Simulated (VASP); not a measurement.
A run of VASP 6.6.1:

Contents of INCAR:

```
SYSTEM = Ru
ALGO = Fast
EDIFF = 1E-6
ENCUT = 520
GGA = PS
ISIF = 2
ISMEAR = 0
LASPH = .True.
LCHARG = .False.
LREAL = .False.
LWAVE = .False.
NBANDS = 21
NELM = 80
PREC = Accurate
SIGMA = 0.15
```

File KPOINTS:

```
k-points
0
Gamma
  18 18 10
  0 0 0
```

Contents of POSCAR:

```
Ru
1.0
    2.6178701703      0.0000000000      0.0000000000
   -1.3089350852      2.2671420713      0.0000000000
    0.0000000000      0.0000000000      4.2523798378
Ru
2
Direct
    0.3633848245      0.7267696491      0.2500000000
    0.6366151755      0.2732303509      0.7500000000
```

Potentials or basis: VASP PAW PBE potentials, release 64 (Ru_pv).

Command:

```console
$ cat potpaw_PBE.64/Ru_pv/POTCAR > POTCAR
$ mpirun -np 1 vasp_std > vasp.out
```

Hardware: 1 thread of Intel(R) Xeon(R) 6975P-C (Granite Rapids), on a shared host.

Task: Estimate the wall time of this run.

Result: Run time: 3.1 min on 1 thread of Intel(R) Xeon(R) 6975P-C (Granite Rapids) (shared host), peak memory 0.32 GiB. Counts: scf iterations 13, k points 546.
